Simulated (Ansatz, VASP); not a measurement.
# One calculation of Al4N3, two programs

```xyz
14
Lattice="3.1378 -0.0137 -4.8872 3.1381 0.0182 4.8875 -3.1418 -5.3901 -0.0173" Properties=species:S:1:pos:R:3 pbc="T T T"
Al    1.5551   -0.9234    0.0925
Al    4.6931   -0.9209    0.0937
Al   -0.0144   -3.6129   -0.0337
Al    3.1239   -3.6105   -0.0336
Al    3.1249   -1.6812   -2.5118
Al    3.1229   -1.6652    2.3758
Al    1.5560   -4.5346   -2.4983
Al    1.5563   -4.5194    2.3882
N    -0.0136   -3.5473   -3.0241
N    -0.0137   -3.5315    1.8631
N     3.1246   -1.7984   -0.5834
N    -0.0139   -1.8007   -0.5832
N     1.5549   -4.5350   -0.5736
N    -1.5831   -4.5376   -0.5745
```

Alike in both runs: task single point; functional PBE; k mesh 7 × 7 × 6; occupations gaussian, width 0.1 eV; no spin polarisation.

```csv
,VASP,Ansatz
version,VASP 6.6.1,Ansatz 0.2.0
potentials or method,"VASP PAW PBE potentials, release 64 (Al, N), cutoff 520 eV","scalar-relativistic, plane waves, PAW"
valence electrons in the cell,54,54
```

```csv
,VASP,Ansatz,Ansatz less VASP
gap on the k mesh at the Fermi level (eV),none,none,-
pressure (GPa),-0.2,0.0,+0.20
"traceless stress, the component that is largest in VASP (GPa)",-1.01,-1.02,-0.004
rms of the force components (eV/Å),0.038,0.036,-0.0023
```

Atom by atom the forces differ by 0.004 eV/Å (rms over components). A gap of «none» marks a metal or a gap that the smearing closes.
